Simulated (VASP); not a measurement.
Wanted: the native input for a VASP 6.6.1 run.

```
Task                   : single point
Functional             : PBE
Potentials or basis    : VASP PAW PBE potentials, release 64 (Li_sv, Ca_sv, O)
Cutoff                 : 520 eV
k mesh                 : 6 × 6 × 4
Occupations            : gaussian, width 0.1 eV
Spin                   : collinear spin, ferromagnetic start
Starting moments       : [0.0, 0.0, 0.0, 0.0, 1.0, 1.0, 1.0, 1.0, 1.0, 1.0] μB
Dipole correction      : no
Further INCAR settings : ALGO = Normal; EDIFF = 1e-06; NBANDS = 46
```

The structure of LiCaO3 lies in POSCAR:

```
LiCaO3
1.0
    5.1106937088      0.0000000000      0.0000000000
   -2.5553468544      4.4259905828      0.0000000000
    0.0000000000      0.0000000000      4.6227805329
Li Ca O
2 2 6
Direct
    0.0000000000      0.0000000000      0.0000000000
    0.0000000000      0.0000000000      0.5000000000
    0.3333333333      0.6666666667      0.7500000000
    0.6666666667      0.3333333333      0.2500000000
    0.8152017322      0.6304034644      0.7500000000
    0.3695965356      0.1847982678      0.7500000000
    0.8152017322      0.1847982678      0.7500000000
    0.1847982678      0.3695965356      0.2500000000
    0.6304034644      0.8152017322      0.2500000000
    0.1847982678      0.8152017322      0.2500000000
```

These files were run (other wordings do the same):

INCAR

```
SYSTEM = LiCaO3
PREC     = Accurate       ! precision mode
ENCUT    = 520            ! plane-wave cutoff, eV
EDIFF    = 1E-6           ! SCF threshold, eV
ISMEAR   = 0              ! smearing method
SIGMA    = 0.1            ! smearing width, eV
LREAL    = .False.        ! projectors in reciprocal space
LASPH    = .True.         ! aspherical terms in the spheres
NELM     = 150            ! most SCF steps
ALGO     = Normal         ! electronic algorithm
ISIF     = 2              ! what is computed and relaxed
LWAVE    = .False.        ! write WAVECAR
LCHARG   = .False.        ! write CHGCAR
ISPIN    = 2              ! spin polarisation
MAGMOM   = 0 0 0 0 1 1 1 1 1 1 ! initial moments
LORBIT   = 11             ! projections on sites
GGA      = PE             ! functional
NBANDS   = 46             ! bands
```

KPOINTS

```
regular mesh
0
Gamma
  6 6 4
  0 0 0
```

Potentials or basis: VASP PAW PBE potentials, release 64 (Li_sv, Ca_sv, O).

Command:

```sh
$ cat potpaw_PBE.64/Li_sv/POTCAR potpaw_PBE.64/Ca_sv/POTCAR potpaw_PBE.64/O/POTCAR > POTCAR
$ mpirun -np 1 vasp_std > vasp.out
```

Results of the run:

The largest force is 0.009 eV/Å and the band gap on the k mesh is zero (filled and empty bands overlap). The net moment is 6.00 μB per cell, the site moments are Li +0.01; Ca -0.02; O +0.85 μB and the valence electrons inside the program's atomic spheres are Li 2.11; Ca 8.09; O 4.83.

Run time: 3 min on 1 thread of Intel(R) Xeon(R) Platinum 8259CL CPU @ 2.50GHz (Skylake/Cascade Lake) (shared host), peak memory 0.36 GiB.
